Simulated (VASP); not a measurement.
A run of VASP 6.6.1 is set up as follows.

File INCAR:

```
  PREC = Accurate
  ENCUT = 520
  EDIFF = 1E-7
  ISMEAR = 0
  SIGMA = 0.02
  LREAL = Auto
  LASPH = True
  NELM = 80
  ALGO = Normal
  ISIF = 2
  LWAVE = False
  LCHARG = False
  GGA = PS
  NBANDS = 81
```

The input KPOINTS:

```
regular mesh
0
Gamma
  6 6 6
```

Contents of POSCAR:

```
BeZn7O8
1.0
    3.1539932629     -0.0162647511      5.1201853916
    3.1539932629      0.0162647511     -5.1201853916
   -3.1539932629      5.4753572355     -0.0175626100
Be Zn O
1 7 8
Direct
    0.1682625191      0.1629751847      0.3312377038
    0.1646452855      0.1635715526      0.8359645947
    0.6653068273      0.6669904968      0.3322973241
    0.6723930421      0.6713193092      0.8359645947
    0.0921168066      0.5868087720      0.1740804523
    0.5872716803      0.0819636457      0.1740804523
    0.0925514945      0.5683799969      0.6609314914
    0.5696111516      0.0894608643      0.6590720159
    0.3300379838      0.9968404754      0.3268784592
    0.8551310522      0.4791841679      0.3343152201
    0.3547570316      0.9698264422      0.8357968592
    0.8659704170      0.4810398276      0.8357968592
    0.2617882470      0.3695416798      0.1849382718
    0.2695290827      0.3611134302      0.6306425128
    0.8153965920      0.9231500248      0.1849382718
    0.7632307867      0.8998341299      0.6630649166
```

Potentials or basis: VASP PAW PBE potentials, release 64 (Be, Zn, O).

Launch:

```console
$ cat potpaw_PBE.64/Be/POTCAR potpaw_PBE.64/Zn/POTCAR potpaw_PBE.64/O/POTCAR > POTCAR
$ mpirun -np 1 vasp_std > vasp.out
```

(1) Predict the band gap on the k mesh.

(2) What does it give for the pressure?

(3) Predict the largest force.

## Answers

(1) 1.07 eV.

(2) 0.9 GPa.

(3) 0.036 eV/Å.

Caveat: the PAW data sets were made with another functional, which shifts forces and pressure a little.
